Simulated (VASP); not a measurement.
Input of a VASP 6.6.1 run:

The input INCAR:

```
SYSTEM = Pb
ALGO = Fast
EDIFF = 1E-6
ENCUT = 520
GGA = PE
ISIF = 2
ISMEAR = 0
IVDW = 12
LASPH = .TRUE.
LCHARG = .FALSE.
LREAL = .FALSE.
LWAVE = .FALSE.
NBANDS = 21
NELM = 100
PREC = Accurate
SIGMA = 0.1
```

KPOINTS

```
k-points
0
G
  15 15 8
  0 0 0
```

POSCAR

```
Pb
1.0
    3.5240119114      0.0000000000      0.0000000000
   -1.7620059557      3.0518838385      0.0000000000
    0.0000000000      0.0000000000      5.8096660195
Pb
2
Direct
    0.3333333333      0.6666666667      0.2500000000
    0.6666666667      0.3333333333      0.7500000000
```

Potentials or basis: VASP PAW PBE potentials, release 64 (Pb_d).

Run with:

```bash
$ cat potpaw_PBE.64/Pb_d/POTCAR > POTCAR
$ mpirun -np 1 vasp_std > vasp.out
```

Question: Estimate the pressure.

Answer: -1.3 GPa.

Question: Estimate the dispersion energy per atom.

Answer: -0.397 eV.

Question: Predict the band gap on the k mesh.

Answer: Zero (bands 14 and 15 overlap by 7.51 eV).

Caveat: spin-orbit coupling is left out, which moves the levels of the heavy elements.
